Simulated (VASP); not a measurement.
Wanted: the native input for a VASP 6.6.1 run.

| Item | Value |
| --- | --- |
| Task | single point |
| Functional | PBE |
| Potentials or basis | VASP PAW PBE potentials, release 64 (Fe, Co) |
| Cutoff | 520 eV |
| k mesh | 6 × 6 × 1 |
| Occupations | gaussian, width 0.1 eV |
| Spin | collinear spin, ferromagnetic start |
| Starting moments | [4.0, 4.0, 3.0, 3.0, 3.0, 3.0, 3.0, 3.0, 3.0, 3.0] μB |
| Dipole correction | no |
| Further INCAR settings | ALGO = Normal; EDIFF = 1e-07; NBANDS = 59 |

The structure of FeCo4 lies in POSCAR:

```
FeCo4
1.0
    2.4901506891     -0.0000000029      0.0000000000
   -1.2450753420      2.1565337574      0.0000000000
    0.0000000000      0.0000000000     20.6239446160
Fe Co
2 8
Direct
    0.3333333333      0.6666666667      0.2500000000
    0.6666666667      0.3333333333      0.7500000000
    0.3333333333      0.6666666667      0.0496784054
    0.3333333333      0.6666666667      0.4503215946
    0.3333333333      0.6666666667      0.6469300938
    0.3333333333      0.6666666667      0.8530699062
    0.6666666667      0.3333333333      0.1469300938
    0.6666666667      0.3333333333      0.3530699062
    0.6666666667      0.3333333333      0.5496784054
    0.6666666667      0.3333333333      0.9503215946
```

These files were run (other wordings do the same):

INCAR

```
  PREC = Accurate
  ENCUT = 520
  EDIFF = 1E-7
  ISMEAR = 0
  SIGMA = 0.1
  LREAL = False
  LASPH = True
  NELM = 150
  ALGO = Normal
  ISIF = 2
  LWAVE = False
  LCHARG = False
  ISPIN = 2
  MAGMOM = 4 4 3 3 3 3 3 3 3 3
  LORBIT = 11
  LMAXMIX = 4
  GGA = PE
  NBANDS = 59
```

KPOINTS

```
Automatic mesh
0
Gamma
  6 6 1
```

Potentials or basis: VASP PAW PBE potentials, release 64 (Fe, Co).

Launch:

```console
$ cat potpaw_PBE.64/Fe/POTCAR potpaw_PBE.64/Co/POTCAR > POTCAR
$ mpirun -np 1 vasp_std > vasp.out
```

It gave:

```json
{"Pressure": "-0.3 GPa", "Largest force": "0.014 eV/Å", "Net moment": "18.12 μB per cell", "Site moments": "Fe +2.52; Co +1.64, +1.67 μB", "Valence electrons inside the program's atomic spheres": "Fe 7.23; Co 8.27, 8.25"}
```

Caveat: the k points lie up to 0.49 Å⁻¹ apart.

Wall time 7.5 min on 1 thread of Oxide Virtual Turin-like Processor, with other jobs on the host, peak memory 0.29 GiB.
